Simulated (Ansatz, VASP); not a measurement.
Two plane-wave programs on NaH

File POSCAR:

```
NaH
1.0
    0.0000000000      2.4400000000      2.4400000000
    2.4400000000      0.0000000000      2.4400000000
    2.4400000000      2.4400000000      0.0000000000
Na H
1 1
Direct
    0.0000000000      0.0000000000      0.0000000000
    0.5000000000      0.5000000000      0.5000000000
```

File INCAR.step1:

```
PREC = Accurate
ENCUT = 520
EDIFF = 1E-5
ISMEAR = -1
SIGMA = 0.05
LREAL = False
LASPH = True
NELM = 60
ALGO = Normal
ISIF = 2
LWAVE = True
LCHARG = False
NBANDS = 11
GGA = PE
```

Contents of INCAR.step2:

```
PREC = Accurate
ENCUT = 520
EDIFF = 1E-7
ISMEAR = -1
SIGMA = 0.05
LREAL = False
LASPH = True
NELM = 60
ALGO = Normal
ISIF = 2
LWAVE = False
LCHARG = False
GGA = PE
LHFCALC = True
AEXX = 0.1
HFSCREEN = 0.2
PRECFOCK = Normal
NBANDS = 11
ISTART = 1
```

File KPOINTS:

```
regular mesh
0
Gamma
  5 5 5
```

The input input.yaml:

```yaml
crystal:
  lattice:
    - [0.0, 2.44, 2.44]
    - [2.44, 0.0, 2.44]
    - [2.44, 2.44, 0.0]
  atoms:
    - { symbol: Na, position: [0.0, 0.0, 0.0] }
    - { symbol: H, position: [0.5, 0.5, 0.5] }
hamiltonian:
  xc: { exchange: pbe, correlation: pbe, exx: { coeff: 0.1, omega: 0.2 } }
  pseudopotentials: { kind: paw }
kpoints:
  mp_grid: { grid: [5, 5, 5] }
scf:
  occupations: { method: fermi_dirac, width: 0.05 }
output:
  forces: true
  stress: true
  eigenvalues: true
```

Alike in both runs: task single point; functional PBE-based screened hybrid with a share of 0.1 of exact exchange and HFSCREEN = 0.2; k mesh 5 × 5 × 5; occupations fermi-dirac, width 0.05 eV; no spin polarisation.

```csv
,VASP,Ansatz
version,VASP 6.6.1,Ansatz 0.2.0
potentials or method,"VASP PAW PBE potentials, release 64 (Na_pv, H)",Ansatz PAW
plane-wave cutoff (eV),520,420
valence electrons in the cell,8,10
```

|  | VASP | Ansatz | Ansatz less VASP |
| --- | --- | --- | --- |
| gap on the k mesh at the Fermi level (eV) | 4.97 | 4.97 | +0.002 |
| least direct gap on the mesh (eV) | 5.48 | 5.48 | +0.002 |
| pressure (GPa) | -0.8 | -0.8 | +0.02 |

VASP's potentials were made for PBE, not for PBE-based screened hybrid. VASP's potentials hold 8 valence electrons a cell and Ansatz's 10, so a difference there can come from the potentials and not from the codes.

The k mesh is coarse, so the values compare programs but aren't converged. Noted on Ansatz's run: odd divisions of the mesh miss points on the zone boundary, where band edges often lie, so the gap on the mesh can be too wide.
